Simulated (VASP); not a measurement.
## Pb: relaxation of cell and atoms with PBEsol

Pb:

```
Pb
1.0
     0.00000    3.43900    3.43900
     3.43900    0.00000    3.43900
     3.43900    3.43900    0.00000
Pb
2
Direct
  0.25000 0.25000 0.25000
  0.00000 0.00000 0.00000
```

```json
{
  "Program": "VASP 6.6.1",
  "Task": "relaxation of cell and atoms",
  "Functional": "PBEsol",
  "Potentials or basis": "VASP PAW PBE potentials, release 64 (Pb_d)",
  "Cutoff": "600 eV",
  "k mesh": "7 × 7 × 7",
  "Occupations": "fermi-dirac, width 0.05 eV",
  "Spin": "no spin polarisation",
  "Target pressure": "5 GPa",
  "Dipole correction": "no",
  "Further INCAR settings": "ALGO = Normal; EDIFF = 1e-07; IBRION = 2; EDIFFG = -0.005; NSW = 80; ISIF = 3"
}
```

```yaml
Relaxed_volume: 36.50 Å³/atom
Relaxed_cell: a = 4.691 Å, b = 4.691 Å, c = 4.691 Å, α = 60.00°, β = 60.00°, γ = 60.00°
Space_group_after_relaxing_to_0.05_Å: Fd-3m (No. 227)
Energy_change_on_relaxing_the_enthalpy_is_what_falls: +64.9 meV/atom
Ionic_steps: 6
Pressure_after_relaxing: 5.0 GPa
Band_gap_on_the_k_mesh: zero (band 14 reaches 5.67 eV, above the bottom of band 15 at 4.37 eV)
```

Step by step:
```csv
step,energy change (eV),largest force (eV/Å),pressure (GPa),volume (Å³)
1,0.0000,0.0000,0.44,81.34
2,0.3247,0.0000,8.91,68.45
3,0.1286,0.0000,4.97,73.05
4,0.1336,0.0000,5.09,72.89
5,0.1273,0.0000,4.94,73.09
6,0.1299,0.0000,5.00,73.01
```

Final structure:
```
Pb
1.0
     0.00000    3.31729    3.31729
     3.31729    0.00000    3.31729
     3.31729    3.31729    0.00000
Pb
2
Direct
  0.25000 0.25000 0.25000
  0.00000 0.00000 0.00000
```

Levels at points of the mesh, in eV from the Fermi level:
| k point | band 12 | band 13 | band 14 | band 15 | band 16 | band 17 |
| --- | --- | --- | --- | --- | --- | --- |
| (0.00, 0.00, 0.00) | -3.33 | 0.46 | 0.46 | 0.46 | 2.49 | 2.49 |

It took 2.5 min on 1 thread of AMD EPYC 7R43 64-Core Processor (Zen 3) (shared host), peak memory 0.21 GiB.

Caveat: the cell is relaxed towards a set pressure, so the enthalpy falls and the energy may rise; the PAW data sets were made with another functional, which shifts forces and pressure a little; spin-orbit coupling is left out, which moves the levels of the heavy elements.
